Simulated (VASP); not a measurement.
A run of VASP 6.6.1 is set up as follows.

INCAR

```
SYSTEM = Os
ALGO = Normal
EDIFF = 1E-7
ENCUT = 520
GGA = RP
ISIF = 2
ISMEAR = -1
LASPH = .True.
LCHARG = .False.
LREAL = .False.
LWAVE = .False.
NBANDS = 10
NELM = 100
PREC = Accurate
SIGMA = 0.1
```

File KPOINTS:

```
k-points
0
Gamma
  16 16 16
  0 0 0
```

File POSCAR:

```
Os
1.0
    0.0000000000      1.8822933770      1.8822933770
    1.8822933770      0.0000000000      1.8822933770
    1.8822933770      1.8822933770      0.0000000000
Os
1
Direct
    0.0000000000      0.0000000000      0.0000000000
```

Potentials or basis: VASP PAW PBE potentials, release 64 (Os).

Run with:

```console
$ cat potpaw_PBE.64/Os/POTCAR > POTCAR
$ mpirun -np 1 vasp_std > vasp.out
```

**Question.** Predict the band gap on the k mesh.

**Answer.** Zero (band 4 reaches 12.79 eV, above the bottom of band 5 at 8.35 eV).

**Question.** Predict the pressure.

**Answer.** 38.3 GPa.

Caveat: the PAW data sets were made with another functional, which shifts forces and pressure a little; spin-orbit coupling is left out, which moves the levels of the heavy elements.
